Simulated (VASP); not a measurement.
# B7P (P1) in VASP: further runs

The runs below take B7P through single point, with PBE.

Program: VASP 6.6.1. These are calculated values, not measurements. Logs are shortened: lines on timing, memory, paths and dates and some standing lists are left out, and cuts for length are marked.

## 1. The cell of the first run

The typed cell holds 8 atoms: a = 3.093 Å, b = 4.361 Å, c = 6.180 Å, α = 76.49°, β = 86.52°, γ = 70.45°.

## 2. Single point, PBE

INCAR reads:

```
ALGO = Normal
EDIFF = 1E-6
ENCUT = 520
GGA = PE
ISIF = 2
ISMEAR = 0
LASPH = T
LCHARG = T
LELF = T
LREAL = F
LVHAR = T
LWAVE = F
NBANDS = 23
NELM = 100
PREC = Accurate
SIGMA = 0.1
```

KPOINTS reads:

```
k-points
0
Gamma
  6 4 4
```

POSCAR reads:

```
B7P
1.0
    3.0934617048      0.0000000000      0.0000000000
    1.4595494744      4.1092648559      0.0000000000
    0.3754625770      1.3991880812      6.0075877877
B P
7 1
Direct
    0.2118154495      0.2999076648      0.8285119230
    0.6200136132      0.5069242436      0.8744283988
    0.5324307928      0.8712061919      0.9522897956
    0.8916058267      0.4247509227      0.5770510890
    0.3153015971      0.6198840467      0.5983653122
    0.4534510845      0.2137915929      0.5551148931
    0.0421543486      0.0286022707      0.5300123002
    0.9332272875      0.0349330668      0.0842262880
```

Potentials or basis: VASP PAW PBE potentials, release 64 (B, P).

Run with:

```
$ cat potpaw_PBE.64/B/POTCAR potpaw_PBE.64/P/POTCAR > POTCAR
$ mpirun -np 1 vasp_std > vasp.out
```

OUTCAR:

```text
EDIFF = 1E-6
   ENCUT = 520
   GGA = PE
   ISIF = 2
   ISMEAR = 0
   LASPH = T
   LREAL = F
   NELM = 100
   PREC = Accurate

 ion  position               nearest neighbor table
   1  0.212  0.300  0.829-   4 1.77   2 1.79   3 1.80   5 1.84   2 1.85   6 1.87   8 2.05
   2  0.620  0.507  0.874-   3 1.70   1 1.79   1 1.85   5 1.88   4 2.03   8 2.10
   3  0.532  0.871  0.952-   2 1.70   1 1.80   8 1.92   8 1.95
   4  0.892  0.425  0.577-   6 1.69   5 1.71   7 1.72   1 1.77   5 1.81   6 1.90   2 2.03
   5  0.315  0.620  0.598-   7 1.66   4 1.71   6 1.76   4 1.81   1 1.84   2 1.88
   6  0.453  0.214  0.555-   4 1.69   7 1.74   7 1.75   5 1.76   1 1.87   4 1.90
   7  0.042  0.029  0.530-   5 1.66   4 1.72   6 1.74   6 1.75
   8  0.933  0.035  0.084-   3 1.92   3 1.95   1 2.05   2 2.10

  LATTYP: Found a triclinic cell.
 ALAT       =     8.2472941209
 B/A-ratio  =     0.5361983807
 C/A-ratio  =     0.8580854479
 COS(alpha) =     0.0026111467
 COS(beta)  =     0.6756260462
 COS(gamma) =     0.6770267687

  Lattice vectors:

 A1 = (   1.2584496534,  -5.5084529371,  -6.0075877877)
 A2 = (   1.6339122304,  -4.1092648559,   0.0000000000)
 A3 = (  -3.4689242818,  -1.3991880812,  -6.0075877877)

Analysis of symmetry for initial positions (statically):
=====================================================================
 Subroutine PRICEL returns:
 Original cell was already a primitive cell.

 Routine SETGRP: Setting up the symmetry group for a
 triclinic supercell.

 Subroutine GETGRP returns: Found  1 space group operations
 (whereof  1 operations were pure point group operations)
 out of a pool of  2 trial point group operations.

The static configuration has the point symmetry C_1 .

Analysis of symmetry for dynamics (positions and initial velocities):
=====================================================================
 Subroutine PRICEL returns:
 Original cell was already a primitive cell.

 Routine SETGRP: Setting up the symmetry group for a
 triclinic supercell.

 Subroutine GETGRP returns: Found  1 space group operations
 (whereof  1 operations were pure point group operations)
 out of a pool of  2 trial point group operations.

The dynamic configuration has the point symmetry C_1 .

 Subroutine INISYM returns: Found  1 space group operations
 (whereof  1 operations are pure point group operations),
 and found     1 'primitive' translations

----------------------------------------------------------------------------------------

                                     Primitive cell

  volume of cell :      76.3676

  direct lattice vectors                    reciprocal lattice vectors
     3.093461705  0.000000000  0.000000000     0.323262447 -0.114817991  0.006538234
     1.459549474  4.109264856  0.000000000     0.000000000  0.243352530 -0.056677650
     0.375462577  1.399188081  6.007587788     0.000000000  0.000000000  0.166456161

  length of vectors
     3.093461705  4.360773134  6.179790487     0.343110083  0.249865584  0.166456161

  position of ions in fractional coordinates (direct lattice)
     0.211815450  0.299907665  0.828511923
     0.620013613  0.506924244  0.874428399
     0.532430793  0.871206192  0.952289796
     0.891605827  0.424750923  0.577051089
     0.315301597  0.619884047  0.598365312
     0.453451085  0.213791593  0.555114893
     0.042154349  0.028602271  0.530012300
     0.933227288  0.034933067  0.084226288

  ion indices of the primitive-cell ions
   primitive index   ion index
                 1           1
                 2           2
                 3           3
                 4           4
                 5           5
                 6           6
                 7           7
                 8           8

----------------------------------------------------------------------------------------

 KPOINTS: k-points

Automatic generation of k-mesh.
 Grid dimensions read from file:
 generate k-points for:    6    4    4

 Generating k-lattice:

  Cartesian coordinates                     Fractional coordinates (reciprocal lattice)
     0.053877074 -0.019136332  0.001089706     0.166666667  0.000000000  0.000000000
     0.000000000  0.060838133 -0.014169413     0.000000000  0.250000000 -0.000000000
     0.000000000  0.000000000  0.041614040     0.000000000  0.000000000  0.250000000

  Length of vectors
     0.057185014  0.062466396  0.041614040

  Shift w.r.t. Gamma in fractional coordinates (k-lattice)
     0.000000000  0.000000000  0.000000000

 Subroutine IBZKPT returns following result:
 ===========================================

 Found     52 irreducible k-points:

 Following reciprocal coordinates:
            Coordinates               Weight
  0.000000  0.000000  0.000000      1.000000
  0.166667  0.000000 -0.000000      2.000000
  0.333333  0.000000  0.000000      2.000000
  0.500000  0.000000  0.000000      1.000000
  0.000000  0.250000 -0.000000      2.000000
  0.166667  0.250000  0.000000      2.000000
[... 16 lines left out ...]
  0.333333  0.250000  0.250000      2.000000
  0.500000  0.250000  0.250000      2.000000
 [... further k-points ...]
   k-points           NKPTS =     52   k-points in BZ     NKDIM =     52   number of bands    NBANDS=     23
   number of dos      NEDOS =    301   number of ions     NIONS =      8
   total plane-waves  NPLWV =  36864
   dimension x,y,z NGX =    24 NGY =   32 NGZ =   48
   dimension x,y,z NGXF=    48 NGYF=   64 NGZF=   96
   ions per type =               7   1
   NGX,Y,Z   is equivalent  to a cutoff of  12.90, 12.20, 12.91 a.u.
   NGXF,Y,Z  is equivalent  to a cutoff of  25.80, 24.40, 25.83 a.u.
 SYSTEM =  unknown system
   PREC   = accura    normal or accurate (medium, high low for compatibility)
   ISTART =      0    job   : 0-new  1-cont  2-samecut
   ICHARG =      2    charge: 1-file 2-atom 10-const
   ISPIN  =      1    spin polarized calculation?
   LNONCOLLINEAR =      F non collinear calculations
   LSORBIT =      F    spin-orbit coupling
   LASPH  =      T    aspherical Exc in radial PAW
   ENCUT  =  520.0 eV  38.22 Ry    6.18 a.u.   5.75  8.11 11.49*2*pi/ulx,y,z
   NELM   =    100;   NELMIN=  2; NELMDL= -5     # of ELM steps
   EDIFF  = 0.1E-05   stopping-criterion for ELM
   LREAL  =      F    real-space projection
   EDIFFG = 0.1E-04   stopping-criterion for IOM
   NSW    =      0    number of steps for IOM
   IBRION =     -1    ionic relax: 0-MD 1-quasi-New 2-CG
   NFREE  =      0    steps in history (QN), initial steepest desc. (CG)
   ISIF   =      2    stress and relaxation
   ISYM   =      2    0-nonsym 1-usesym 2-fastsym
   POTIM  = 0.5000    time-step for ionic-motion
   TEBEG  =    0.0;   TEEND  =   0.0 temperature during run
   PSTRESS=    0.0 pullay stress
   NELECT =      26.0000    total number of electrons
   NUPDOWN=      -1.0000    fix difference up-down
   EMIN   =  10.00;   EMAX   =-10.00  energy-range for DOS
   EFERMI =   0.00;   METHOD = LEGACY
   ISMEAR =     0;   SIGMA  =   0.10  broadening in eV -4-tet -1-fermi 0-gaus
   EFERMI_NEDOS =   21; number of points for ismear=-14 and -15
   IALGO  =     38    algorithm
   IMIX   =      4    mixing-type and parameters
     AMIX     =   0.40;   BMIX     =  1.00
     AMIX_MAG =   1.60;   BMIX_MAG =  1.00
  volume/ion in A,a.u.               =       9.55        64.42
  Fermi-wavevector in a.u.,A,eV,Ry     =   1.143132  2.160206 17.779415  1.306750
  Thomas-Fermi vector in A             =   2.279828
   LORBIT       =      0    0 simple, 1 ext, 2 COOP (PROOUT), +10 PAW based schemes
   GGA     = PE    functional components
   LHFCALC =     F    Hartree Fock is set to
   AEXX    =    0.0000 exact exchange contribution
   IVDW    =     0    specifies the selected vdW correction
   LEPSILON=     F    determine dielectric tensor
   LRPA    =     F    only Hartree local field effects (RPA)
 non-spin polarized calculation
 Gauss-broadening in eV      SIGMA  =   0.10
  energy-cutoff  :      520.00
  volume of cell :       76.37
 maximum number of plane-waves:      2070
   NGX = 11   NGY = 17   NGZ = 23

 number of electron      26.0000000 magnetization

 Free energy of the ion-electron system (eV)
  ---------------------------------------------------
  ext. energy  EPLUGINS =         0.00000000
  ---------------------------------------------------
  free energy    TOTEN  =       -49.20306054 eV

  energy without entropy =      -49.19840956  energy(sigma->0) =      -49.20073505

 E-fermi :   4.9897     XC(G=0): -10.5774

 val. band max:        4.9220100814   @ k =   0.0000   0.5000   0.5000
 cond. band min:       5.0002752091   @ k =   0.0000   0.2500  -0.0000
 fundamental gap:      0.0782651277
 Fermi energy:         4.9896996500

 k-point     1 :       0.0000    0.0000    0.0000
  band No.  band energies     occupation
      1     -10.7911      2.00000
      2      -8.1625      2.00000
      3      -4.6504      2.00000
      4      -2.6485      2.00000
      5      -1.9156      2.00000
      6      -0.6893      2.00000
[... 15 lines left out ...]
     22      12.7950      0.00000
     23      13.5159      0.00000

 k-point     2 :       0.1667    0.0000   -0.0000
  band No.  band energies     occupation
      1     -10.4360      2.00000
      2      -7.8251      2.00000
      3      -4.4815      2.00000
      4      -2.7492      2.00000
      5      -2.4054      2.00000
      6      -1.1702      2.00000
[... 15 lines left out ...]
     22      12.6061      0.00000
     23      13.5187      0.00000

 k-point     3 :       0.3333    0.0000    0.0000
  band No.  band energies     occupation
      1      -9.3945      2.00000
      2      -6.9199      2.00000
      3      -5.1377      2.00000
      4      -3.8296      2.00000
      5      -2.5848      2.00000
      6      -1.6148      2.00000
[... 15 lines left out ...]
     22      13.1971      0.00000
     23      14.1105      0.00000

 k-point     4 :       0.5000    0.0000    0.0000
  band No.  band energies     occupation
      1      -8.0366      2.00000
      2      -7.3715      2.00000
      3      -5.3969      2.00000
      4      -4.3050      2.00000
      5      -3.1252      2.00000
      6      -1.9288      2.00000
[... 15 lines left out ...]
     22      13.1161      0.00000
     23      14.6091      0.00000

 k-point     5 :       0.0000    0.2500   -0.0000
  band No.  band energies     occupation
      1     -10.5355      2.00000
      2      -8.0809      2.00000
      3      -5.6400      2.00000
      4      -3.0949      2.00000
      5      -2.3776      2.00000
      6      -0.5727      2.00000
[... 15 lines left out ...]
     22      12.7657      0.00000
     23      13.5363      0.00000

 k-point     6 :       0.1667    0.2500    0.0000
  band No.  band energies     occupation
      1     -10.3332      2.00000
      2      -7.8003      2.00000
      3      -4.9265      2.00000
      4      -3.0076      2.00000
      5      -2.2828      2.00000
      6      -1.1787      2.00000
[... 15 lines left out ...]
     22      12.6944      0.00000
     23      13.7219      0.00000

 k-point     7 :       0.3333    0.2500    0.0000
  band No.  band energies     occupation
      1      -9.4493      2.00000
      2      -6.9580      2.00000
      3      -5.0476      2.00000
      4      -3.4807      2.00000
      5      -2.5729      2.00000
      6      -1.4959      2.00000
[... 353 lines left out ...]
     22      12.7357      0.00000
     23      13.5086      0.00000

 k-point    21 :       0.0000    0.2500    0.2500
  band No.  band energies     occupation
      1     -10.5217      2.00000
      2      -8.1215      2.00000
      3      -5.5826      2.00000
      4      -3.3876      2.00000
      5      -2.1890      2.00000
      6      -0.5778      2.00000
[... 15 lines left out ...]
     22      12.8981      0.00000
     23      13.6376      0.00000

 k-point    22 :       0.1667    0.2500    0.2500
  band No.  band energies     occupation
      1     -10.3147      2.00000
      2      -7.8684      2.00000
      3      -4.8121      2.00000
      4      -3.1740      2.00000
      5      -2.2247      2.00000
      6      -1.2152      2.00000
[... 15 lines left out ...]
     22      12.2011      0.00000
     23      13.6175      0.00000

 k-point    23 :       0.3333    0.2500    0.2500
  band No.  band energies     occupation
      1      -9.4272      2.00000
      2      -7.0350      2.00000
      3      -5.0475      2.00000
      4      -3.3329      2.00000
      5      -2.6280      2.00000
      6      -1.5289      2.00000
[... 15 lines left out ...]
     22      13.8572      0.00000
     23      14.2892      0.00000

 k-point    24 :       0.5000    0.2500    0.2500
  band No.  band energies     occupation
      1      -8.0153      2.00000
      2      -7.2649      2.00000
      3      -5.5199      2.00000
      4      -4.3799      2.00000
      5      -3.4214      2.00000
      6      -1.4835      2.00000
[... 15 lines left out ...]
     22      13.2002      0.00000
     23      14.0182      0.00000

 [... further k-points ...]
[... 5 lines left out ...]
  --------------------------------------------------------------------------------------
  -------------------------------------------------------------------------------------
  Total        1.0338280      1.8660490     -1.2646571      0.1043482     -0.1840264     -0.4001468
  in kB       21.6895155     39.1493559    -26.5322666      2.1892065     -3.8608399     -8.3950051
  external PRESSURE =      11.4355349 kB  Pullay stress =       0.0000000 kB

 VOLUME and BASIS-vectors are now :
 -----------------------------------------------------------------------------
  energy-cutoff  :      520.00
  volume of cell :       76.37
      direct lattice vectors                 reciprocal lattice vectors
     3.093461705  0.000000000  0.000000000     0.323262447 -0.114817991  0.006538234
     1.459549474  4.109264856  0.000000000     0.000000000  0.243352530 -0.056677650
     0.375462577  1.399188081  6.007587788     0.000000000  0.000000000  0.166456161

 POSITION                                       TOTAL-FORCE (eV/Angst)
 -----------------------------------------------------------------------------------
      1.40405      2.39164      4.97736         0.061722      0.118495      0.133341
      2.98618      3.30658      5.25321         0.012633      0.009287     -0.062086
      3.27617      4.91245      5.72096         0.036582      0.069910      0.068147
      3.59475      2.55282      3.46669        -0.003309      0.261595      0.086304
      2.10479      3.38449      3.59473         0.194758     -0.039547     -0.029150
      1.92320      1.65524      3.33490        -0.181721     -0.448508      0.156996
      0.37115      0.85912      3.18410        -0.234026      0.007305     -0.580144
      2.96951      0.26140      0.50600         0.113361      0.021463      0.226592
 -----------------------------------------------------------------------------------
    total drift:                                0.000147      0.000091     -0.000001

  FREE ENERGIE OF THE ION-ELECTRON SYSTEM (eV)
  ---------------------------------------------------
  free  energy   TOTEN  =       -49.2030605389 eV

  energy  without entropy=      -49.1984095602  energy(sigma->0) =      -49.20073505
```

Run time: 53 s. Hardware: 1 thread of Intel Xeon Platinum 8124M at 3.00GHz (Skylake/Cascade Lake), shared host; peak memory 0.22 GiB.

What came out:

```yaml
Free_energy: -49.2031 eV
Pressure: 1.1 GPa
Largest_force: 0.626 eV/Å
Band_gap_on_the_k_mesh: zero (band 13 reaches 5.76 eV, above the bottom of band 14 at 4.60 eV)
```

Forces in eV/Å, atoms in the order of the input:
```
B    0.062  0.118  0.133
B    0.013  0.009 -0.062
B    0.037  0.070  0.068
B   -0.003  0.262  0.086
B    0.195 -0.040 -0.029
B   -0.182 -0.449  0.157
B   -0.234  0.007 -0.580
P    0.113  0.021  0.227
```

Stress tensor (GPa, compression positive):
```
 2.17  0.22 -0.84
 0.22  3.91 -0.39
-0.84 -0.39 -2.65
```

Caveat: the k points lie up to 0.39 Å⁻¹ apart.

## 3. Single point, PBE

This run uses another cell than the first one, of 8.51 Å³/atom, 0.891 times its volume.

INCAR reads:

```
ALGO     = Normal         # electronic algorithm
EDIFF    = 1E-6           # SCF threshold, eV
ENCUT    = 520            # plane-wave cutoff, eV
GGA      = PE             # functional
ISIF     = 2              # what is computed and relaxed
ISMEAR   = 0              # smearing method
LASPH    = True           # aspherical terms in the spheres
LCHARG   = True           # write CHGCAR
LELF     = True           # ELF
LREAL    = False          # projectors in reciprocal space
LVHAR    = True         
LWAVE    = False          # write WAVECAR
NBANDS   = 23             # bands
NELM     = 80             # most SCF steps
PREC     = Accurate       # precision mode
SIGMA    = 0.1            # smearing width, eV
```

KPOINTS is that of step 2.

POSCAR reads:

```
B7P
1.0
    3.1261226553      0.0136325205     -0.0399758384
    1.4930685287      4.0987225649     -0.1349739139
    0.3079586111      1.2253108109      5.2813696933
B P
7 1
Direct
    0.2337356634      0.3410363086      0.8355633939
    0.6426799542      0.5283626041      0.8698404367
    0.5368812725      0.9035523800      0.9632349401
    0.9381757539      0.4430044357      0.5557922793
    0.3510752087      0.6406635711      0.5617696513
    0.4224358580      0.0362800441      0.6187853669
   -0.0801997416      0.0605103216      0.4755224534
    0.9552160308      0.0465903349      0.1194914785
```

Potentials or basis: VASP PAW PBE potentials, release 64 (B, P).

Run with:

```
$ cat potpaw_PBE.64/B/POTCAR potpaw_PBE.64/P/POTCAR > POTCAR
$ mpirun -np 1 vasp_std > vasp.out
```

It took 31 s on 1 thread of Intel Xeon Platinum 8559C (Emerald Rapids), shared host; peak memory 0.2 GiB.

Results (log left out):

```yaml
Free_energy: -50.7282 eV
Pressure: -0.2 GPa
Largest_force: 0.020 eV/Å
Band_gap_on_the_k_mesh: zero (band 13 reaches 6.96 eV, above the bottom of band 14 at 6.56 eV)
```

Forces on the atoms (eV/Å):
```
B   -0.002  0.001  0.019
B   -0.004 -0.005  0.005
B   -0.003  0.018  0.007
B    0.006 -0.002 -0.009
B   -0.003  0.001 -0.002
B   -0.002 -0.011  0.008
B    0.003  0.000 -0.019
P    0.005 -0.002 -0.010
```

Stress tensor (GPa, compression positive):
```
 0.02 -0.01 -0.02
-0.01 -0.18 -0.01
-0.02 -0.01 -0.35
```

Levels at points of the mesh, in eV from the Fermi level:
| k point | band 9 | band 10 | band 11 | band 12 | band 13 | band 14 | band 15 | band 16 | band 17 | band 18 |
| --- | --- | --- | --- | --- | --- | --- | --- | --- | --- | --- |
| (0.00, 0.00, 0.00) | -3.89 | -3.34 | -2.65 | -2.60 | -0.83 | 0.76 | 1.75 | 2.55 | 3.93 | 4.42 |
| (0.50, 0.00, 0.00) | -5.46 | -4.58 | -3.34 | -2.90 | -1.36 | 0.77 | 1.88 | 4.06 | 4.59 | 4.92 |
| (0.00, 0.50, 0.00) | -2.86 | -2.52 | -2.10 | -1.36 | -0.07 | 2.10 | 2.53 | 2.99 | 3.94 | 4.79 |
| (0.50, 0.50, 0.00) | -5.22 | -4.69 | -3.71 | -2.67 | -1.42 | -0.28 | 2.41 | 4.28 | 4.36 | 5.06 |
| (0.00, 0.00, 0.50) | -4.29 | -3.90 | -3.08 | -2.67 | -2.17 | 1.54 | 2.15 | 3.09 | 3.98 | 5.18 |
| (0.50, 0.00, 0.50) | -4.64 | -4.34 | -3.47 | -2.68 | -1.92 | 0.28 | 1.93 | 2.62 | 3.13 | 3.89 |
| (0.00, 0.50, 0.50) | -3.59 | -2.80 | -2.40 | -1.43 | 0.13 | 0.47 | 2.45 | 2.99 | 4.55 | 4.81 |
| (0.50, 0.50, 0.50) | -4.70 | -4.16 | -3.72 | -2.84 | -0.43 | 0.00 | 1.96 | 2.40 | 3.18 | 4.79 |

Caveat: the k points lie up to 0.39 Å⁻¹ apart.
